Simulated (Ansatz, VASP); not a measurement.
**C in VASP and in Ansatz**

```
CELL_PARAMETERS angstrom
1.92608 0.00000 0.00000
0.00000 1.92608 0.00000
0.00000 0.00000 1.92608
ATOMIC_POSITIONS crystal
C 0.00000 0.00000 0.00000
```

Alike in both runs: task relaxation of cell and atoms; functional BLYP; k mesh 16 × 16 × 16; occupations fermi-dirac, width 0.1 eV; no spin polarisation.

```csv
,VASP,Ansatz
version,VASP 6.6.1,Ansatz 0.2.0
potentials or method,"VASP PAW PBE potentials, release 64 (C), cutoff 600 eV","plane waves (420 eV) with PAW, scalar-relativistic"
valence electrons in the cell,4,4
```

|  | VASP | Ansatz | Ansatz less VASP |
| --- | --- | --- | --- |
| relaxed volume (Å³/atom) | 5.86 | 5.86 | +0.008 |
| relaxed cell length with the largest relative difference (Å) | 1.802 | 1.803 | +0.0008 |

VASP's potentials were made for PBE, not for BLYP.

Noted on VASP's run: the volume moved by over 15 % at a fixed basis, so the end points are rough.
